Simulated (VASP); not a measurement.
# SnSe2 (P-1) in VASP: further runs

Runs on SnSe2. Level: PBE. Tasks: single point, relaxation of shape and atoms at fixed volume.

All numbers are computed with VASP 6.6.1; they aren't measurements. Logs are shortened: lines on timing, memory, paths and dates and some standing lists are left out, and cuts for length are marked.

**1. The cell of the first run**

The typed cell holds 3 atoms: a = 3.853 Å, b = 3.854 Å, c = 6.910 Å, α = 74.36°, β = 74.22°, γ = 60.02°.

**2. Single point, PBE (28.14 Å³/atom)**

File INCAR:

```
SYSTEM = SnSe2
ALGO = Normal
EDIFF = 1E-6
ENCUT = 520
GGA = PE
ISIF = 2
ISMEAR = 0
LASPH = .TRUE.
LCHARG = .TRUE.
LELF = .TRUE.
LREAL = .FALSE.
LVHAR = .TRUE.
LWAVE = .FALSE.
NBANDS = 20
NELM = 60
PREC = Accurate
SIGMA = 0.02
```

File KPOINTS:

```
k-points
0
G
  8 8 4
  0 0 0
```

File POSCAR:

```
SnSe2
1.0
    3.8531056063      0.0022731575      0.0038115150
    1.9234130036      3.3375347184      0.1086042969
    1.8719933242      0.8577985393      6.5958985691
Sn Se
1 2
Direct
    0.0000000000      0.0000000000      0.0000000000
    0.7462519955      0.7440675085      0.7571730485
    0.2537480045      0.2559324915      0.2428269515
```

Potentials or basis: VASP PAW PBE potentials, release 64 (Sn_d, Se).

Run with:

```
$ cat potpaw_PBE.64/Sn_d/POTCAR potpaw_PBE.64/Se/POTCAR > POTCAR
$ mpirun -np 1 vasp_std > vasp.out
```

OUTCAR:

```text
SYSTEM = SnSe2
   EDIFF = 1E-6
   ENCUT = 520
   GGA = PE
   ISIF = 2
   ISMEAR = 0
   LASPH = .TRUE.
   LREAL = .FALSE.
   NELM = 60
   PREC = Accurate

 ion  position               nearest neighbor table
   1  0.000  0.000  0.000-   2 2.74   3 2.74   2 2.74   3 2.74   2 2.74   3 2.74
   2  0.746  0.744  0.757-   1 2.74   1 2.74   1 2.74
   3  0.254  0.256  0.243-   1 2.74   1 2.74   1 2.74

  Warning from LATTYP: Got some problem with cell dimensions!
  Tried to take original basis but could not verify dimensions!
  LATTYP: Found a triclinic cell.
 ALAT       =     3.8531081620
 B/A-ratio  =     1.0004115371
 C/A-ratio  =     1.7933189918
 COS(alpha) =     0.0022596505
 COS(beta)  =     0.2719338750
 COS(gamma) =     0.5000708435

  Lattice vectors:

 A1 = (  -3.8531056063,  -0.0022731575,  -0.0038115150)
 A2 = (  -1.9296926027,   3.3352615609,   0.1047927819)
 A3 = (  -1.8719933242,  -0.8577985393,  -6.5958985691)

Analysis of symmetry for initial positions (statically):
=====================================================================
 Subroutine PRICEL returns:
 Original cell was already a primitive cell.

 Routine SETGRP: Setting up the symmetry group for a
 triclinic supercell.

 Subroutine GETGRP returns: Found  2 space group operations
 (whereof  2 operations were pure point group operations)
 out of a pool of  2 trial point group operations.

The static configuration has the point symmetry S_2 .

Analysis of symmetry for dynamics (positions and initial velocities):
=====================================================================
 Subroutine PRICEL returns:
 Original cell was already a primitive cell.

 Routine SETGRP: Setting up the symmetry group for a
 triclinic supercell.

 Subroutine GETGRP returns: Found  2 space group operations
 (whereof  2 operations were pure point group operations)
 out of a pool of  2 trial point group operations.

The dynamic configuration has the point symmetry S_2 .

 Subroutine INISYM returns: Found  2 space group operations
 (whereof  2 operations are pure point group operations),
 and found     1 'primitive' translations

----------------------------------------------------------------------------------------

                                     Primitive cell

  volume of cell :      84.4176

  direct lattice vectors                    reciprocal lattice vectors
     3.853105606  0.002273158  0.003811515     0.259672028 -0.147875988 -0.054466650
     1.923413004  3.337534718  0.108604297    -0.000138881  0.300974792 -0.039102444
     1.871993324  0.857798539  6.595898569    -0.000147768 -0.004870227  0.152284679

  length of vectors
     3.853108162  3.853628222  6.909852044     0.303749050  0.303504277  0.152362608

  position of ions in fractional coordinates (direct lattice)
     0.000000000  0.000000000  0.000000000
     0.746251996  0.744067509  0.757173049
     0.253748004  0.255932491  0.242826951

  ion indices of the primitive-cell ions
   primitive index   ion index
                 1           1
                 2           2
                 3           3

----------------------------------------------------------------------------------------

 KPOINTS: k-points

Automatic generation of k-mesh.
 Grid dimensions read from file:
 generate k-points for:    8    8    4

 Generating k-lattice:

  Cartesian coordinates                     Fractional coordinates (reciprocal lattice)
     0.032459003 -0.018484498 -0.006808331     0.125000000  0.000000000  0.000000000
    -0.000017360  0.037621849 -0.004887805     0.000000000  0.125000000  0.000000000
    -0.000036942 -0.001217557  0.038071170     0.000000000  0.000000000  0.250000000

  Length of vectors
     0.037968631  0.037938035  0.038090652

  Shift w.r.t. Gamma in fractional coordinates (k-lattice)
     0.000000000  0.000000000  0.000000000

 Subroutine IBZKPT returns following result:
 ===========================================

 Found    132 irreducible k-points:

 Following reciprocal coordinates:
            Coordinates               Weight
  0.000000  0.000000  0.000000      1.000000
  0.125000  0.000000 -0.000000      2.000000
  0.250000  0.000000 -0.000000      2.000000
  0.375000  0.000000 -0.000000      2.000000
  0.500000  0.000000 -0.000000      1.000000
 -0.000000  0.125000 -0.000000      2.000000
[... 16 lines left out ...]
  0.125000  0.375000 -0.000000      2.000000
  0.250000  0.375000 -0.000000      2.000000
 [... further k-points ...]
   k-points           NKPTS =    132   k-points in BZ     NKDIM =    132   number of bands    NBANDS=     20
   number of dos      NEDOS =    301   number of ions     NIONS =      3
   total plane-waves  NPLWV =  48600
   dimension x,y,z NGX =    30 NGY =   30 NGZ =   54
   dimension x,y,z NGXF=    60 NGYF=   60 NGZF=  108
   ions per type =               1   2
   NGX,Y,Z   is equivalent  to a cutoff of  12.94, 12.94, 12.99 a.u.
[... 82 lines left out ...]
      2     -17.9277      2.00000
      3     -17.8961      2.00000
      4     -17.8926      2.00000
      5     -17.8891      2.00000
      6     -10.1174      2.00000
[... 12 lines left out ...]
     19      11.6811      0.00000
     20      12.1726      0.00000

 k-point     3 :       0.2500    0.0000   -0.0000
  band No.  band energies     occupation
      1     -17.9536      2.00000
      2     -17.9179      2.00000
      3     -17.9014      2.00000
      4     -17.8854      2.00000
      5     -17.8843      2.00000
      6      -9.7054      2.00000
[... 12 lines left out ...]
     19      11.6053      0.00000
     20      12.5705      0.00000

 k-point     4 :       0.3750    0.0000   -0.0000
  band No.  band energies     occupation
      1     -17.9704      2.00000
      2     -17.9132      2.00000
      3     -17.9078      2.00000
      4     -17.8766      2.00000
      5     -17.8734      2.00000
      6      -9.1330      2.00000
[... 12 lines left out ...]
     19      11.7065      0.00000
     20      13.0781      0.00000

 k-point     5 :       0.5000    0.0000   -0.0000
  band No.  band energies     occupation
      1     -17.9776      2.00000
      2     -17.9125      2.00000
      3     -17.9103      2.00000
      4     -17.8717      2.00000
      5     -17.8689      2.00000
      6      -8.7348      2.00000
[... 12 lines left out ...]
     19      12.0749      0.00000
     20      12.8830      0.00000

 k-point     6 :      -0.0000    0.1250   -0.0000
  band No.  band energies     occupation
      1     -17.9383      2.00000
      2     -17.9276      2.00000
      3     -17.8961      2.00000
      4     -17.8925      2.00000
      5     -17.8891      2.00000
      6     -10.1175      2.00000
[... 12 lines left out ...]
     19      11.6811      0.00000
     20      12.1752      0.00000

 k-point     7 :       0.1250    0.1250   -0.0000
  band No.  band energies     occupation
      1     -17.9382      2.00000
      2     -17.9277      2.00000
      3     -17.8960      2.00000
      4     -17.8926      2.00000
      5     -17.8891      2.00000
      6     -10.1134      2.00000
[... 12 lines left out ...]
     19      11.6138      0.00000
     20      12.1266      0.00000
[... 277 lines left out ...]
 k-point    20 :      -0.2500    0.2500    0.0000
  band No.  band energies     occupation
      1     -17.9590      2.00000
      2     -17.9279      2.00000
      3     -17.8986      2.00000
      4     -17.8864      2.00000
      5     -17.8695      2.00000
      6      -8.8660      2.00000
[... 12 lines left out ...]
     19      11.1799      0.00000
     20      11.5431      0.00000

 k-point    21 :      -0.1250    0.2500    0.0000
  band No.  band energies     occupation
      1     -17.9597      2.00000
      2     -17.9193      2.00000
      3     -17.9024      2.00000
      4     -17.8865      2.00000
      5     -17.8740      2.00000
      6      -9.3483      2.00000
[... 12 lines left out ...]
     19      11.6611      0.00000
     20      11.9176      0.00000

 k-point    22 :      -0.0000    0.3750   -0.0000
  band No.  band energies     occupation
      1     -17.9704      2.00000
      2     -17.9132      2.00000
      3     -17.9078      2.00000
      4     -17.8766      2.00000
      5     -17.8734      2.00000
      6      -9.1341      2.00000
[... 12 lines left out ...]
     19      11.7229      0.00000
     20      13.0606      0.00000

 k-point    23 :       0.1250    0.3750   -0.0000
  band No.  band energies     occupation
      1     -17.9597      2.00000
      2     -17.9193      2.00000
      3     -17.9025      2.00000
      4     -17.8865      2.00000
      5     -17.8740      2.00000
      6      -9.3293      2.00000
[... 12 lines left out ...]
     19      11.5214      0.00000
     20      11.9872      0.00000

 k-point    24 :       0.2500    0.3750   -0.0000
  band No.  band energies     occupation
      1     -17.9596      2.00000
      2     -17.9193      2.00000
      3     -17.9025      2.00000
      4     -17.8865      2.00000
      5     -17.8740      2.00000
      6      -9.3272      2.00000
[... 12 lines left out ...]
     19      11.4980      0.00000
     20      12.3854      0.00000

 [... further k-points ...]
[... 5 lines left out ...]
  --------------------------------------------------------------------------------------
  -------------------------------------------------------------------------------------
  Total        0.4902807      0.4868575      0.4624184      0.0008706      0.0033138      0.0038897
  in kB        9.3051327      9.2401628      8.7763288      0.0165228      0.0628937      0.0738236
  external PRESSURE =       9.1072081 kB  Pullay stress =       0.0000000 kB

 VOLUME and BASIS-vectors are now :
 -----------------------------------------------------------------------------
  energy-cutoff  :      520.00
  volume of cell :       84.42
      direct lattice vectors                 reciprocal lattice vectors
     3.853105606  0.002273158  0.003811515     0.259672028 -0.147875988 -0.054466650
     1.923413004  3.337534718  0.108604297    -0.000138881  0.300974792 -0.039102444
     1.871993324  0.857798539  6.595898569    -0.000147768 -0.004870227  0.152284679

 POSITION                                       TOTAL-FORCE (eV/Angst)
 -----------------------------------------------------------------------------------
      0.00000      0.00000      0.00000         0.000000     -0.000000      0.000000
      5.72396      3.13455      5.07789         0.001083      0.002118     -0.012695
      1.92455      1.06306      1.63042        -0.001083     -0.002118      0.012695
 -----------------------------------------------------------------------------------
    total drift:                               -0.000000      0.000000      0.000000

  FREE ENERGIE OF THE ION-ELECTRON SYSTEM (eV)
  ---------------------------------------------------
  free  energy   TOTEN  =       -11.8495865903 eV

  energy  without entropy=      -11.8495865903  energy(sigma->0) =      -11.84958659
```

It took 5 min on 1 thread of Intel Xeon 8259CL, shared host; peak memory 0.36 GiB.

What came out:

| Item | Value |
| --- | --- |
| Free energy | -11.8496 eV |
| Pressure | 0.9 GPa |
| Largest force | 0.013 eV/Å |
| Band gap on the k mesh | 0.38 eV (least direct gap 0.65 eV) |

Forces in eV/Å, atoms in the order of the input:
```
Sn   0.000  0.000  0.000
Se   0.001  0.002 -0.013
Se  -0.001 -0.002  0.013
```

Levels at points of the mesh, in eV from the valence-band top:
| k point | band 11 | band 12 | band 13 | band 14 | band 15 | band 16 |
| --- | --- | --- | --- | --- | --- | --- |
| (0.00, 0.00, 0.00) | -0.34 | -0.20 | -0.19 | 0.98 | 3.06 | 4.49 |
| (0.50, 0.00, 0.00) | -2.19 | -1.23 | -0.51 | 1.05 | 3.98 | 5.93 |
| (0.00, 0.50, 0.00) | -2.18 | -1.22 | -0.50 | 1.06 | 3.98 | 5.93 |
| (0.50, 0.50, 0.00) | -2.18 | -0.28 | -0.27 | 0.38 | 3.74 | 5.18 |
| (0.00, 0.00, 0.50) | -0.57 | -0.11 | -0.10 | 2.22 | 3.02 | 4.55 |
| (0.50, 0.00, 0.50) | -2.15 | -0.30 | -0.27 | 0.39 | 3.76 | 5.19 |
| (0.00, 0.50, 0.50) | -2.15 | -0.30 | -0.27 | 0.39 | 3.77 | 5.19 |
| (0.50, 0.50, 0.50) | -2.19 | -1.24 | -0.51 | 1.04 | 4.00 | 5.93 |

Caveat: spin-orbit coupling is left out, which moves the levels of the heavy elements. A k mesh can miss the band edges.

**3. Single point, PBE (29.10 Å³/atom)**

This run uses another cell than the first one, of 29.10 Å³/atom.

File INCAR:

```
PREC = Accurate
ENCUT = 520
EDIFF = 1E-7
ISMEAR = 0
SIGMA = 0.02
LREAL = False
LASPH = True
NELM = 80
ALGO = Normal
ISIF = 2
LWAVE = False
LCHARG = False
GGA = PE
NBANDS = 20
```

File KPOINTS:

```
regular mesh
0
Gamma
  8 8 4
```

File POSCAR:

```
SnSe2
1.0
    3.8653764037      0.0028422189     -0.0036751156
    1.9298280815      3.3483774814      0.0942722771
    1.8651077197      0.8341706476      6.7697416943
Sn Se
1 2
Direct
    0.0000000000      0.0000000000      0.0000000000
    0.7438695637      0.7390182069      0.7639737520
    0.2561304363      0.2609817931      0.2360262480
```

Potentials or basis: VASP PAW PBE potentials, release 64 (Sn_d, Se).

Run with:

```
$ cat potpaw_PBE.64/Sn_d/POTCAR potpaw_PBE.64/Se/POTCAR > POTCAR
$ mpirun -np 1 vasp_std > vasp.out
```

Wall time 5.6 min (1 thread of Intel Xeon 8259CL, shared host); peak memory 0.37 GiB.

Results (log left out):

| Quantity | Value |
| --- | --- |
| Free energy | -11.8608 eV |
| Pressure | 0.4 GPa |
| Largest force | 0.017 eV/Å |
| Band gap on the k mesh | 0.48 eV (least direct gap 0.76 eV) |

Forces in eV/Å, atoms in the order of the input:
```
Sn   0.000  0.000  0.000
Se   0.001  0.000 -0.017
Se  -0.001  0.000  0.017
```

Stress tensor (GPa, compression positive):
```
0.40 0.00 0.00
0.00 0.41 0.01
0.00 0.01 0.53
```

Levels at points of the mesh, in eV from the valence-band top:
| k point | band 9 | band 10 | band 11 | band 12 | band 13 | band 14 | band 15 | band 16 | band 17 | band 18 |
| --- | --- | --- | --- | --- | --- | --- | --- | --- | --- | --- |
| (0.00, 0.00, 0.00) | -0.49 | -0.48 | -0.42 | -0.17 | -0.16 | 1.01 | 3.05 | 4.50 | 4.51 | 7.51 |
| (0.50, 0.00, 0.00) | -4.21 | -2.37 | -2.17 | -1.09 | -0.44 | 1.01 | 4.02 | 5.88 | 5.96 | 6.22 |
| (0.00, 0.50, 0.00) | -4.21 | -2.39 | -2.17 | -1.08 | -0.44 | 1.01 | 4.01 | 5.89 | 6.00 | 6.22 |
| (0.50, 0.50, 0.00) | -4.37 | -2.25 | -2.17 | -0.31 | -0.28 | 0.48 | 3.80 | 5.27 | 5.48 | 5.50 |
| (0.00, 0.00, 0.50) | -1.66 | -0.55 | -0.54 | -0.11 | -0.10 | 2.10 | 3.00 | 4.54 | 4.55 | 8.16 |
| (0.50, 0.00, 0.50) | -4.38 | -2.24 | -2.14 | -0.34 | -0.28 | 0.48 | 3.82 | 5.28 | 5.42 | 5.50 |
| (0.00, 0.50, 0.50) | -4.38 | -2.24 | -2.12 | -0.36 | -0.28 | 0.48 | 3.84 | 5.29 | 5.39 | 5.49 |
| (0.50, 0.50, 0.50) | -4.22 | -2.33 | -2.17 | -1.10 | -0.45 | 1.00 | 4.05 | 5.87 | 5.90 | 6.23 |

Caveat: spin-orbit coupling is left out, which moves the levels of the heavy elements. A k mesh can miss the band edges.

**4. Relaxation of shape and atoms at fixed volume, PBE (28.14 Å³/atom)**

File INCAR:

```
SYSTEM = SnSe2
ALGO = Normal
EDIFF = 1E-7
EDIFFG = -0.01
ENCUT = 600
GGA = PE
IBRION = 2
ISIF = 4
ISMEAR = 0
LASPH = .True.
LCHARG = .False.
LREAL = .False.
LWAVE = .False.
NELM = 60
NSW = 50
PREC = Accurate
SIGMA = 0.02
```

File KPOINTS:

```
k-points
0
Gamma
  8 8 4
  0 0 0
```

File POSCAR:

```
SnSe2
1.0
    3.8224242218      0.0028106361     -0.0036342776
    1.9083837723      3.3111702076      0.0932247207
    1.8443825852      0.8249013176      6.6945161157
Sn Se
1 2
Direct
    0.0000000000      0.0000000000      0.0000000000
    0.7438695637      0.7390182069      0.7639737520
    0.2561304363      0.2609817931      0.2360262480
```

Run with:

```
$ cat potpaw_PBE.64/Sn_d/POTCAR potpaw_PBE.64/Se/POTCAR > POTCAR
$ mpirun -np 1 vasp_std > vasp.out
```

It took 5.5 min on 1 thread of Intel Xeon 6975P-C (Granite Rapids), shared host; peak memory 0.41 GiB.

It converged, with:

```yaml
Free_energy: -11.8496 eV
Energy_gained_by_relaxing: 4.9 meV/atom
Ionic_steps: 7
Pressure_after_relaxing: 0.8 GPa
Largest_force_after_relaxing: 0.004 eV/Å
Band_gap_on_the_k_mesh: 0.38 eV (least direct gap 0.62 eV)
```

Forces in eV/Å, atoms in the order of the input:
```
Sn   0.000  0.000  0.000
Se   0.002  0.004  0.001
Se  -0.002 -0.004 -0.001
```

Step by step:
```
step  energy change (eV)  largest force (eV/Å)  pressure (GPa)  volume (Å³)
   1              0.0000                0.3155            2.49        84.42
   2             -0.0073                0.1648            1.97        84.42
   3             -0.0101                0.0147            1.35        84.42
   4             -0.0134                0.0123            1.10        84.42
   5             -0.0148                0.0107            0.80        84.42
   6             -0.0148                0.0107            0.79        84.42
   7             -0.0148                0.0043            0.82        84.42
```

Final structure:
```xyz
3
Lattice="3.8559 0.0023 -0.0024 1.9246 3.3407 0.0969 1.8624 0.8416 6.5793" Properties=species:S:1:pos:R:3 pbc="T T T"
Sn    0.0000    0.0000    0.0000
Se    5.7139    3.1156    5.0488
Se    1.9291    1.0690    1.6250
```

Levels at points of the mesh, in eV from the valence-band top:
```
           k point  band 11  band 12  band 13  band 14  band 15  band 16
(0.00, 0.00, 0.00)    -0.33    -0.21    -0.19     0.97     3.05     4.48
(0.50, 0.00, 0.00)    -2.18    -1.23    -0.51     1.05     3.98     5.92
(0.00, 0.50, 0.00)    -2.18    -1.22    -0.51     1.06     3.97     5.93
(0.50, 0.50, 0.00)    -2.19    -0.28    -0.25     0.38     3.73     5.17
(0.00, 0.00, 0.50)    -0.56    -0.11    -0.10     2.22     3.01     4.54
(0.50, 0.00, 0.50)    -2.15    -0.30    -0.26     0.38     3.75     5.19
(0.00, 0.50, 0.50)    -2.13    -0.31    -0.27     0.39     3.77     5.20
(0.50, 0.50, 0.50)    -2.19    -1.25    -0.52     1.04     4.00     5.93
```

Caveat: spin-orbit coupling is left out, which moves the levels of the heavy elements.

**5. Overview**

| task | cell | cutoff (eV) | gap on the mesh (eV) | pressure (GPa) | largest force (eV/Å) |
| --- | --- | --- | --- | --- | --- |
| single point | a = 3.853, b = 3.854, c = 6.910 Å, angles 74.4, 74.2, 60.0°, 3 atoms, atomic positions A | 520 | 0.38 | 0.9 | 0.01 |
| single point | a = 3.865, b = 3.866, c = 7.071 Å, angles 75.1, 74.8, 60.0°, 3 atoms, atomic positions B | 520 | 0.48 | 0.4 | 0.02 |
| relaxation of shape and atoms at fixed volume | relaxed from a = 3.822, b = 3.823, c = 6.993 Å, angles 75.1, 74.8, 60.0°, 3 atoms, atomic positions B | 600 | 0.38 | 0.8 | - |

Alike in all rows: level PBE; potentials or basis VASP PAW PBE potentials, release 64 (Sn_d, Se); no spin polarisation; k mesh 8 × 8 × 4; smearing gaussian 0.02 eV.

Caveats: spin-orbit coupling is left out, which moves the levels of the heavy elements.

Absolute energies hang on the potentials; compare differences alone.
